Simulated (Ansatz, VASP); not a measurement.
# One calculation of CdSe, two programs

```
Cd Se
1.0
     4.34072    0.00000    0.00000
    -2.17036    3.75918    0.00000
     0.00000    0.00000    7.07665
Cd Se
2 2
Direct
  0.33333 0.66667 0.99952
  0.66667 0.33333 0.49952
  0.33333 0.66667 0.37548
  0.66667 0.33333 0.87548
```

Alike in both runs: task single point; functional HSE06; k mesh 6 × 6 × 2; no spin polarisation.

|  | VASP | Ansatz |
| --- | --- | --- |
| version | VASP 6.6.1 | Ansatz 0.2.0 |
| potentials or method | VASP PAW PBE potentials, release 64 (Cd, Se) | plane waves, PAW |
| plane-wave cutoff (eV) | 520 | 420 |
| occupations | gaussian, width 0.01 eV | fixed |
| valence electrons in the cell | 36 | 72 |

```tsv
	VASP	Ansatz	Ansatz less VASP
gap on the k mesh at the Fermi level (eV)	1.55	1.55	-0.002
pressure (GPa)	0.4	0.2	-0.18
```

VASP's potentials hold 36 valence electrons a cell and Ansatz's 72, so a difference there can come from the potentials and not from the codes. Ansatz's warnings: stress exchange threshold loose, stress scf threshold loose.

The k mesh is coarse, so the values compare programs but aren't converged.
